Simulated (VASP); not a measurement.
IrC (zincblende type), 2 atoms in the cell. The structure is cubic, space group F-43m (No. 216). Conventional cell: a = 4.621 Å, b = 4.621 Å, c = 4.621 Å, α = 90.00°, β = 90.00°, γ = 90.00°. Within 2.7 Å of Ir (site symmetry -43m) lie 4 C at 2.00 Å. C (site symmetry -43m) has 4 Ir at 2.00 Å within 2.7 Å. 

| Quantity | Value |
| --- | --- |
| Program | VASP 6.6.1 |
| Task | single point |
| Functional | PBE |
| Potentials or basis | VASP PAW PBE potentials, release 64 (Ir, C) |
| Cutoff | 520 eV |
| k mesh | 16 × 16 × 16 |
| Occupations | fermi-dirac, width 0.08 eV |
| Spin | no spin polarisation |
| Dipole correction | no |
| Further INCAR settings | ALGO = Normal; EDIFF = 1e-06; NBANDS = 14 |

Potentials or basis: VASP PAW PBE potentials, release 64 (Ir, C).

Command:

```console
$ cat potpaw_PBE.64/Ir/POTCAR potpaw_PBE.64/C/POTCAR > POTCAR
$ mpirun -np 1 vasp_std > vasp.out
```

Hardware: 1 thread of Oxide Virtual Turin-like Processor (shared host).

Estimate the wall time of this run.

It took 58 s on 1 thread of Oxide Virtual Turin-like Processor (shared host), peak memory 0.15 GiB. Counts: scf iterations 12, k points 145.
